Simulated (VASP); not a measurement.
A run of VASP 6.6.1:

The input INCAR:

```
SYSTEM = GaP
PREC = Accurate ; ENCUT = 500
EDIFF = 1E-6 ; ISMEAR = 0
SIGMA = 0.01 ; LREAL = .False.
LASPH = .True. ; NELM = 120
ALGO = Normal ; ISIF = 2
LWAVE = .False. ; LCHARG = .False.
GGA = PS ; NBANDS = 16
GGA_COMPAT = .False.
```

The input KPOINTS:

```
regular mesh
0
Gamma
  8 8 8
  0 0 0
```

POSCAR

```
GaP
1.0
    0.0000000000      2.7194371075      2.7194371075
    2.7194371075      0.0000000000      2.7194371075
    2.7194371075      2.7194371075      0.0000000000
Ga P
1 1
Direct
    0.0000000000      0.0000000000      0.0000000000
    0.2500000000      0.2500000000      0.2500000000
```

Potentials or basis: VASP PAW PBE potentials, release 64 (Ga_d, P).

Command:

```console
$ cat potpaw_PBE.64/Ga_d/POTCAR potpaw_PBE.64/P/POTCAR > POTCAR
$ mpirun -np 1 vasp_std > vasp.out
```

Hardware: 1 thread of AMD EPYC 7R13 Processor (Zen 3) (shared host).

Problem. Estimate the wall time of this run.

Solution. Run time: 12 s on 1 thread of AMD EPYC 7R13 Processor (Zen 3) (shared host), peak memory 0.13 GiB. Counts: scf iterations 12, k points 29.
